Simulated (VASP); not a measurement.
Runs of VASP 6.6.1 on Co. The structure is that of space group Pm-3m (No. 221), or close to it. The cells are those of the table. This isn't the form of Co at room conditions, which is hcp.

```csv
spin,cell,smearing,gap on the mesh (eV),pressure (GPa),moment (μB)
"collinear, ferromagnetic start","a = 2.342 Å, 1 atom",fermi-dirac 0.05 eV,none,-17.0,1.72
"collinear, ferromagnetic start","a = 2.161 Å, 1 atom",fermi-dirac 0.05 eV,none,31.7,1.31
"collinear, ferromagnetic start","a = 2.225 Å, 1 atom",fermi-dirac 0.05 eV,none,(b),1.44
off,"a = 2.164 Å, 1 atom",fermi-dirac 0.1 eV,none,22.2,-
"collinear, ferromagnetic start","a = 2.193 Å, 1 atom",fermi-dirac 0.05 eV,none,(a),1.38
```

Alike in all rows: task single point; level LDA; potentials or basis VASP PAW LDA potentials, release 64 (Co_sv); k mesh 16 × 16 × 16; cutoff (eV) 690.

Q: Fill in the values left out.

A: (a) 18.2; (b) 7.4.

Caveats: the cell stands under pressure (at least some runs); the cell stands under tension (at least some runs).

A gap of «none» marks levels without a gap at the run's occupations.
